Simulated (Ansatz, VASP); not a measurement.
## Two plane-wave programs on InP

```
In P
1.0
     0.00000    2.71071    2.93050
     2.71071    0.00000    2.93050
     2.71071    2.71071    0.00000
In P
1 1
Direct
  0.00000 0.00000 0.00000
  0.75000 0.75000 0.75000
```

Change from the starting cell: strain -0.0750 x Voigt [1, 1, 0, 0, 0, 0], atoms carried along.

Alike in both runs: task single point; functional PBEsol; k mesh 8 × 8 × 8; occupations gaussian, width 0.05 eV; no spin polarisation.

|  | VASP | Ansatz |
| --- | --- | --- |
| version | VASP 6.6.1 | Ansatz 0.2.0 |
| potentials or method | VASP PAW PBE potentials, release 64 (In_d, P), cutoff 520 eV | scalar-relativistic, plane waves, PAW |
| valence electrons in the cell | 18 | 18 |

```tsv
	VASP	Ansatz	Ansatz less VASP
gap on the k mesh at the Fermi level (eV)	1.01	1.01	+0.002
least direct gap on the mesh (eV)	1.25	1.25	0.000
pressure (GPa)	15.7	15.7	+0.07
traceless stress, the component that is largest in VASP (GPa)	-2.06	-2.05	+0.006
```

VASP's potentials were made for PBE, not for PBEsol. The functional is the same, so the differences come from potentials, cutoffs and numerics.
